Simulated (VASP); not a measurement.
Runs of VASP 6.6.1 on Al2Au. The structure is that of space group P6/mmm (No. 191), or close to it. The cells are those of the table. 

```csv
task,cell,k mesh,cutoff (eV),gap on the mesh (eV),pressure (GPa),relaxed volume (Å³/atom)
single point,"a = 4.407, b = 4.407, c = 3.100 Å, angles 90.0, 90.0, 120.0°, 3 atoms",6 × 6 × 6,520,none,4.1,-
single point,"a = 4.690, b = 4.690, c = 2.832 Å, angles 90.0, 90.0, 120.0°, 3 atoms",12 × 12 × 16,520,none,-0.1,-
single point,"a = 4.510, b = 4.510, c = 3.099 Å, angles 90.0, 90.0, 120.0°, 3 atoms",6 × 6 × 6,520,none,-0.2,-
relaxation of cell and atoms,"relaxed from a = 4.407, b = 4.407, c = 3.100 Å, angles 90.0, 90.0, 120.0°, 3 atoms",6 × 6 × 6,600,none,-0.1,18.19
single point,"a = 4.747, b = 4.747, c = 2.767 Å, angles 90.0, 90.0, 120.0°, 3 atoms",12 × 12 × 14,520,none,-0.1,-
relaxation of cell and atoms,"relaxed from a = 4.510, b = 4.510, c = 3.099 Å, angles 90.0, 90.0, 120.0°, 3 atoms",12 × 12 × 14,600,none,0.0,(a)
```

Alike in all rows: level PBE; potentials or basis VASP PAW PBE potentials, release 64 (Al, Au); no spin polarisation; smearing gaussian 0.1 eV.

Task: Estimate the missing entries.

Result: (a) 17.97.

Caveats: spin-orbit coupling is left out, which moves the levels of the heavy elements; the cell stands under pressure (at least some runs).

A k mesh can miss the band edges, and the runs leave out spin-orbit coupling on Au.

A gap of «none» marks levels without a gap at the run's occupations.
